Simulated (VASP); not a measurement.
# BeSe (F-43m) in VASP: G0W0 quasiparticle levels with LDA

Aim: the G0W0 quasiparticle levels of BeSe with LDA.

Everything below comes from runs of VASP 6.6.1. Logs are shortened: lines on timing, memory, paths and dates and some standing lists are left out, and cuts for length are marked.

## 1. The cell of the first run

It takes space group F-43m (No. 216, cubic). The conventional cell has a = 5.162 Å, b = 5.162 Å, c = 5.162 Å, α = 90.00°, β = 90.00°, γ = 90.00°. Within 3.0 Å of Be (site symmetry -43m) lie 4 Se at 2.24 Å. Within 3.0 Å of Se (site symmetry -43m) lie 4 Be at 2.24 Å.

## 2. G0W0 quasiparticle levels, LDA

Input file POSCAR:

```
BeSe
1.0
    0.0000000000      2.5810353763      2.5810353763
    2.5810353763      0.0000000000      2.5810353763
    2.5810353763      2.5810353763      0.0000000000
Be Se
1 1
Direct
    0.0000000000      0.0000000000      0.0000000000
    0.2500000000      0.2500000000      0.2500000000
```

Input file INCAR.step1:

```
SYSTEM = BeSe
ALGO = Normal
EDIFF = 1E-8
ENCUT = 500
GGA = CA
ISMEAR = 0
LASPH = .True.
LCHARG = .False.
LREAL = .False.
LWAVE = .True.
NELM = 100
PREC = Accurate
SIGMA = 0.01
```

Input file INCAR.step2:

```
SYSTEM = BeSe
ALGO = Exact
EDIFF = 1E-8
ENCUT = 500
GGA = CA
ISMEAR = 0
ISTART = 1
LASPH = .True.
LCHARG = .False.
LOPTICS = .True.
LREAL = .False.
LWAVE = .True.
NBANDS = 64
NELM = 1
PREC = Accurate
SIGMA = 0.01
```

Input file INCAR.step3:

```
SYSTEM = BeSe
ALGO = EVGW0
EDIFF = 1E-8
ENCUT = 500
ENCUTGW = 80.0
GGA = CA
ISMEAR = 0
ISTART = 1
LASPH = .True.
LCHARG = .False.
LREAL = .False.
LWAVE = .False.
NBANDS = 64
NBANDSGW = 12
NELMGW = 1
NOMEGA = 48
PREC = Accurate
PRECFOCK = Fast
SIGMA = 0.01
```

Input file KPOINTS:

```
k-points
0
Gamma
  4 4 4
  0 0 0
```

Potentials or basis: VASP PAW LDA potentials, release 64 (Be_GW, Se_GW).

Command:

```sh
cat potpaw_LDA.64/Be_GW/POTCAR potpaw_LDA.64/Se_GW/POTCAR > POTCAR
cp INCAR.step1 INCAR
mpirun -np 1 vasp_std > vasp.out
cp INCAR.step2 INCAR
mpirun -np 1 vasp_std > vasp.out
cp INCAR.step3 INCAR
mpirun -np 1 vasp_std > vasp.out
```

OUTCAR:

```text
SYSTEM = BeSe
   EDIFF = 1E-8
   ENCUT = 500
   ENCUTGW = 80.0
   GGA = CA
   ISMEAR = 0
   ISTART = 1
   LASPH = .True.
   LREAL = .False.
   NELMGW = 1
   PREC = Accurate
   PRECFOCK = Fast

 ion  position               nearest neighbor table
   1  0.000  0.000  0.000-   2 2.24   2 2.24   2 2.24   2 2.24
   2  0.250  0.250  0.250-   1 2.24   1 2.24   1 2.24   1 2.24

  LATTYP: Found a face centered cubic cell.
 ALAT       =     5.1620707526

  Lattice vectors:

 A1 = (   0.0000000000,   2.5810353763,   2.5810353763)
 A2 = (   2.5810353763,   0.0000000000,   2.5810353763)
 A3 = (   2.5810353763,   2.5810353763,   0.0000000000)

Analysis of symmetry for initial positions (statically):
=====================================================================
 Subroutine PRICEL returns:
 Original cell was already a primitive cell.

 Routine SETGRP: Setting up the symmetry group for a
 face centered cubic supercell.

 Subroutine GETGRP returns: Found 24 space group operations
 (whereof 24 operations were pure point group operations)
 out of a pool of 48 trial point group operations.

The static configuration has the point symmetry T_d .

Analysis of symmetry for dynamics (positions and initial velocities):
=====================================================================
 Subroutine PRICEL returns:
 Original cell was already a primitive cell.

 Routine SETGRP: Setting up the symmetry group for a
 face centered cubic supercell.

 Subroutine GETGRP returns: Found 24 space group operations
 (whereof 24 operations were pure point group operations)
 out of a pool of 48 trial point group operations.

The dynamic configuration has the point symmetry T_d .

 Subroutine INISYM returns: Found 24 space group operations
 (whereof 24 operations are pure point group operations),
 and found     1 'primitive' translations

----------------------------------------------------------------------------------------

                                     Primitive cell

  volume of cell :      34.3884

  direct lattice vectors                    reciprocal lattice vectors
     0.000000000  2.581035376  2.581035376    -0.193720708  0.193720708  0.193720708
     2.581035376  0.000000000  2.581035376     0.193720708 -0.193720708  0.193720708
     2.581035376  2.581035376  0.000000000     0.193720708  0.193720708 -0.193720708

  length of vectors
     3.650135234  3.650135234  3.650135234     0.335534108  0.335534108  0.335534108

  position of ions in fractional coordinates (direct lattice)
     0.000000000  0.000000000  0.000000000
     0.250000000  0.250000000  0.250000000

  ion indices of the primitive-cell ions
   primitive index   ion index
                 1           1
                 2           2

----------------------------------------------------------------------------------------

 KPOINTS: k-points

Automatic generation of k-mesh.
 Grid dimensions read from file:
 generate k-points for:    4    4    4

 Generating k-lattice:

  Cartesian coordinates                     Fractional coordinates (reciprocal lattice)
    -0.048430177  0.048430177  0.048430177     0.250000000  0.000000000  0.000000000
     0.048430177 -0.048430177  0.048430177     0.000000000  0.250000000  0.000000000
     0.048430177  0.048430177 -0.048430177     0.000000000  0.000000000  0.250000000

  Length of vectors
     0.083883527  0.083883527  0.083883527

  Shift w.r.t. Gamma in fractional coordinates (k-lattice)
     0.000000000  0.000000000  0.000000000

 Subroutine IBZKPT returns following result:
 ===========================================

 Found      8 irreducible k-points:

 Following reciprocal coordinates:
            Coordinates               Weight
  0.000000  0.000000  0.000000      1.000000
  0.250000  0.000000  0.000000      8.000000
  0.500000  0.000000  0.000000      4.000000
  0.250000  0.250000  0.000000      6.000000
  0.500000  0.250000  0.000000     24.000000
 -0.250000  0.250000  0.000000     12.000000
  0.500000  0.500000  0.000000      3.000000
 -0.250000  0.500000  0.250000      6.000000
   k-points           NKPTS =      8   k-points in BZ     NKDIM =     64   number of bands    NBANDS=     64
   number of dos      NEDOS =    301   number of ions     NIONS =      2
   total plane-waves  NPLWV =  21952
   dimension x,y,z NGX =    28 NGY =   28 NGZ =   28
   dimension x,y,z NGXF=    56 NGYF=   56 NGZF=   56
   ions per type =               1   1
   NGX,Y,Z   is equivalent  to a cutoff of  12.75, 12.75, 12.75 a.u.
   NGXF,Y,Z  is equivalent  to a cutoff of  25.51, 25.51, 25.51 a.u.
 SYSTEM =  BeSe
   PREC   = accura    normal or accurate (medium, high low for compatibility)
   ISTART =      1    job   : 0-new  1-cont  2-samecut
   ICHARG =      0    charge: 1-file 2-atom 10-const
   ISPIN  =      1    spin polarized calculation?
   LNONCOLLINEAR =      F non collinear calculations
   LSORBIT =      F    spin-orbit coupling
   LASPH  =      T    aspherical Exc in radial PAW
   ENCUT  =  500.0 eV  36.75 Ry    6.06 a.u.   6.66  6.66  6.66*2*pi/ulx,y,z
   NELM   =     60;   NELMIN=  2; NELMDL=  0     # of ELM steps
   EDIFF  = 0.1E-07   stopping-criterion for ELM
   LREAL  =      F    real-space projection
   EDIFFG = 0.1E-06   stopping-criterion for IOM
   NSW    =      0    number of steps for IOM
   IBRION =     -1    ionic relax: 0-MD 1-quasi-New 2-CG
   NFREE  =      0    steps in history (QN), initial steepest desc. (CG)
   ISIF   =      0    stress and relaxation
   ISYM   =      3    0-nonsym 1-usesym 2-fastsym
   POTIM  = 0.5000    time-step for ionic-motion
   TEBEG  =    0.0;   TEEND  =   0.0 temperature during run
   PSTRESS=    0.0 pullay stress
   NELECT =       8.0000    total number of electrons
   NUPDOWN=      -1.0000    fix difference up-down
   EMIN   =  10.00;   EMAX   =-10.00  energy-range for DOS
   EFERMI =   0.00;   METHOD = LEGACY
   ISMEAR =     0;   SIGMA  =   0.01  broadening in eV -4-tet -1-fermi 0-gaus
   EFERMI_NEDOS =   21; number of points for ismear=-14 and -15
   IALGO  =     38    algorithm
   IMIX   =      4    mixing-type and parameters
     AMIX     =   0.40;   BMIX     =  1.00
     AMIX_MAG =   1.60;   BMIX_MAG =  1.00
  volume/ion in A,a.u.               =      17.19       116.03
  Fermi-wavevector in a.u.,A,eV,Ry     =   1.006856  1.902683 13.793040  1.013760
  Thomas-Fermi vector in A             =   2.139625
   LORBIT       =      0    0 simple, 1 ext, 2 COOP (PROOUT), +10 PAW based schemes
   GGA     = CA    functional components
   LHFCALC =     T    Hartree Fock is set to
   PRECFOCK=fast      Normal, Fast or Accurate (Low or Medium for compatibility)
   ENCUT4O =  -1.0   cutoff for four orbital integrals eV
   NKREDX  =     1    reduce k-point grid by
   NKREDY  =     1    reduce k-point grid by
   NKREDZ  =     1    reduce k-point grid by
   AEXX    =    1.0000 exact exchange contribution
   HFSCREEN=    0.0000 screening length (either q_TF or 0.3 A-1)
   HFSCREENC=   0.0000 screening length for correlation (either q_TF or 0.3 A-1)
   ENCUTFOCK=  -1.0 apply spherical cutoff to Coloumb kernel
   IVDW    =     0    specifies the selected vdW correction
   LEPSILON=     F    determine dielectric tensor
   LRPA    =     F    only Hartree local field effects (RPA)
   LRPAFORCE           =     F    calculate RPA forces
   ENCUTGW             =  80.0    cutoff for response function in eV
   ENCUTGWSOFT         =  64.0    soft cutoff for Coulomb kernel in GW response function in eV
   ENCUTLF             =  -1.0    cutoff for local field effects
   NELMGW              =     1    number of iterations in solving QP/BSE equation
   NELMHF              =     1    number of iterations in the inner HF iteration
   NKREDLFX            =     1    NKREDLFY  =   1   NKREDLFZ  =   1
 non-spin polarized calculation
 Gauss-broadening in eV      SIGMA  =   0.01
  energy-cutoff  :      500.00
  volume of cell :       34.39
 maximum number of plane-waves:       893
 NGX is ok and might be reduce to    28
  NGX = 16; NGY = 16; NGZ = 16
   NGX = 13   NGY = 13   NGZ = 13
 maximum number of plane-waves:        64
 NGX is ok and might be reduce to    14

 QP shifts <psi_nk| G(iteration)W_0 |psi_nk>: iteration 1
 for sc-GW calculations column KS-energies equals QP-energies in previous step
 and V_xc(KS)=  KS-energies - (<T + V_ion + V_H > + <T+V_H+V_ion>^1  + <V_x>^1)

 k-point   1 :       0.0000    0.0000    0.0000
  band No.  KS-energies  QP-energies   sigma(KS)   V_xc(KS)     V^pw_x(r,r')   Z            occupation Imag(sigma)

      1     -10.7980     -11.4357     -13.2478     -12.3792     -20.0313       0.7343       2.0000       1.3856
      2       2.9527       2.5330     -13.2282     -12.6988     -15.0115       0.7928       2.0000       0.0725
      3       2.9527       2.5330     -13.2282     -12.6988     -15.0115       0.7928       2.0000       0.0725
      4       2.9527       2.5330     -13.2282     -12.6988     -15.0115       0.7928       2.0000       0.0725
      5       7.0380       7.9453      -9.1480     -10.2953      -5.0250       0.7909       0.0000      -0.0915
      6       7.8752       8.6810      -9.0447     -10.0717      -4.8274       0.7846       0.0000      -0.0937
      7       7.8752       8.6810      -9.0447     -10.0717      -4.8274       0.7846       0.0000      -0.0937
      8       7.8752       8.6810      -9.0447     -10.0717      -4.8274       0.7846       0.0000      -0.0937
      9      14.7143      15.0820      -8.1860      -8.6763      -2.3860       0.7499       0.0000      -0.3404
     10      15.4612      16.0974      -9.3204     -10.1441      -4.2156       0.7723       0.0000      -0.2655
     11      15.4612      16.0974      -9.3204     -10.1441      -4.2156       0.7723       0.0000      -0.2655
     12      17.2832      17.7186      -7.8901      -8.4549      -2.1342       0.7708       0.0000      -0.4766

 k-point   2 :       0.2500    0.0000    0.0000
  band No.  KS-energies  QP-energies   sigma(KS)   V_xc(KS)     V^pw_x(r,r')   Z            occupation Imag(sigma)
[... 97 lines left out ...]
      1      -8.9978      -9.3132     -13.7337     -13.2984     -20.0809       0.7245       2.0000       1.0335
      2      -1.3915      -2.2220     -12.3438     -11.2292     -15.3664       0.7451       2.0000       0.1397
      3      -0.8489      -1.5463     -12.0170     -11.0983     -14.6438       0.7592       2.0000       0.1155
      4      -0.3406      -0.9836     -11.8783     -11.0408     -14.2402       0.7677       2.0000       0.1006
      5       8.9456       9.5739      -9.1085      -9.9047      -5.0192       0.7892       0.0000      -0.1022
      6       9.8861      10.7667      -8.8595     -10.0107      -3.8954       0.7649       0.0000      -0.1397
      7      10.1757      10.8624      -8.5903      -9.4701      -4.0234       0.7805       0.0000      -0.1200
      8      10.8907      11.6910      -9.9665     -11.0204      -5.1392       0.7594       0.0000      -0.1539
      9      16.0226      16.9137      -9.9675     -11.1716      -3.9597       0.7401       0.0000      -0.4714
     10      16.3213      17.2483      -9.4526     -10.6879      -3.5289       0.7504       0.0000      -0.4225
     11      18.8268      19.6420      -9.2559     -10.3255      -3.2296       0.7622       0.0000      -0.5865
     12      19.6288      20.3303      -9.0676      -9.9613      -3.0376       0.7849       0.0000      -0.8082
```

It took 64 s on 1 thread of Intel Xeon 8259CL, shared host; peak memory 0.31 GiB.

Results:

| Item | Value |
| --- | --- |
| Band gap on the k mesh, mean-field level | 2.47 eV, indirect (least direct gap 4.09 eV) |
| Quasiparticle gap | 3.44 eV |
| Least direct quasiparticle gap | 5.41 eV |

Caveat: the k points lie up to 0.53 Å⁻¹ apart; bands, screening cutoff and mesh are small and nothing is extrapolated, so the quasiparticle values aren't converged.
